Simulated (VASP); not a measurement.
Set up this calculation in VASP 6.6.1, as the native input.

* Task: single point
* Functional: r2SCAN
* Potentials or basis: VASP PAW PBE potentials, release 64 (Li_sv, Cl)
* Cutoff: 520 eV
* k mesh: 8 × 8 × 8
* Occupations: gaussian, width 0.01 eV
* Spin: no spin polarisation
* Dipole correction: no
* Further INCAR settings: ALGO = Normal; EDIFF = 1e-07; NBANDS = 12

Crystal: LiCl.

```
CELL_PARAMETERS angstrom
0.00000 2.60617 2.60617
2.60617 0.00000 2.60617
2.60617 2.60617 0.00000
ATOMIC_POSITIONS crystal
Li 0.00000 0.00000 0.00000
Cl 0.50000 0.50000 0.50000
```

This cell differs from its parent crystal: volume changed by +6%.

The input as run:

POSCAR

```
LiCl
1.0
    0.0000000000      2.6061680944      2.6061680944
    2.6061680944      0.0000000000      2.6061680944
    2.6061680944      2.6061680944      0.0000000000
Li Cl
1 1
Direct
    0.0000000000      0.0000000000      0.0000000000
    0.5000000000      0.5000000000      0.5000000000
```

INCAR.step1

```
  PREC = Accurate
  ENCUT = 520
  ISMEAR = 0
  SIGMA = 0.01
  LREAL = F
  LASPH = T
  NELM = 100
  NBANDS = 12
  GGA = PE
  ALGO = Normal
  EDIFF = 1E-4
  LWAVE = T
  LCHARG = F
```

INCAR.step2

```
  PREC = Accurate
  ENCUT = 520
  EDIFF = 1E-7
  ISMEAR = 0
  SIGMA = 0.01
  LREAL = F
  LASPH = T
  NELM = 100
  ALGO = Normal
  ISIF = 2
  LWAVE = F
  LCHARG = F
  METAGGA = R2SCAN
  LMIXTAU = T
  NBANDS = 12
  ISTART = 1
```

KPOINTS

```
regular mesh
0
Gamma
  8 8 8
```

Potentials or basis: VASP PAW PBE potentials, release 64 (Li_sv, Cl).

Run with:

```console
$ cat potpaw_PBE.64/Li_sv/POTCAR potpaw_PBE.64/Cl/POTCAR > POTCAR
$ cp INCAR.step1 INCAR
$ mpirun -np 1 vasp_std > vasp.out
$ cp INCAR.step2 INCAR
$ mpirun -np 1 vasp_std > vasp.out
```

It gave:

* Band gap on the k mesh: 7.01 eV, direct

Wall time 34 s on 1 thread of AMD EPYC 9R45 96-Core Processor (Zen 5), with other jobs on the host, peak memory 0.13 GiB.
